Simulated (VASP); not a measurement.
Set up this calculation in VASP 6.6.1, as the native input.

```yaml
Task: single point
Functional: PBEsol
Potentials_or_basis: VASP PAW PBE potentials, release 64 (Sb, Mn_pv)
Cutoff: 520 eV
k_mesh: 7 × 7 × 5
Occupations: fermi-dirac, width 0.05 eV
Spin: collinear spin, ferromagnetic start
Starting_moments: "[0.0, 0.0, 4.0, 4.0] μB"
Dipole_correction: no
Further_INCAR_settings: ALGO = Normal; EDIFF = 1e-07; NBANDS = 30
```

The structure of MnSb lies in POSCAR:

```
MnSb
1.0
    4.0939120434      0.0000000000      0.0000000000
   -2.0469560217      3.5454318304      0.0000000000
    0.0000000000      0.0000000000      5.7018823159
Sb Mn
2 2
Direct
    0.6666666667      0.3333333333      0.7500000000
    0.3333333333      0.6666666667      0.2500000000
    0.0000000000      0.0000000000      0.5000000000
    0.0000000000      0.0000000000      0.0000000000
```

One way to write it, as run:

INCAR

```
SYSTEM = MnSb
ALGO = Normal ; EDIFF = 1E-7
ENCUT = 520 ; GGA = PS
ISIF = 2 ; ISMEAR = -1
ISPIN = 2 ; LASPH = .TRUE.
LCHARG = .TRUE. ; LELF = .TRUE.
LMAXMIX = 4 ; LORBIT = 11
LREAL = .FALSE. ; LVHAR = .TRUE.
LWAVE = .FALSE. ; MAGMOM = 0 0 4 4
NBANDS = 30 ; NELM = 150
PREC = Accurate ; SIGMA = 0.05
```

KPOINTS

```
k-points
0
G
  7 7 5
  0 0 0
```

Potentials or basis: VASP PAW PBE potentials, release 64 (Sb, Mn_pv).

The run is started by

```sh
$ cat potpaw_PBE.64/Sb/POTCAR potpaw_PBE.64/Mn_pv/POTCAR > POTCAR
$ mpirun -np 1 vasp_std > vasp.out
```

Results of the run:

| Property | Result |
| --- | --- |
| Pressure | -5.4 GPa |
| Net moment | 6.44 μB per cell |
| Site moments | Sb -0.12; Mn +3.26 μB |
| Valence electrons inside the program's atomic spheres | Sb 2.46; Mn 11.57 |

Caveat: the cell stands under tension; the PAW data sets were made with another functional, which shifts forces and pressure a little; the run started ferromagnetic, and an antiferromagnetic order may lie lower in energy.

Wall time 71 s on 1 thread of AMD EPYC 9R45 96-Core Processor (Zen 5), with other jobs on the host, peak memory 0.23 GiB.
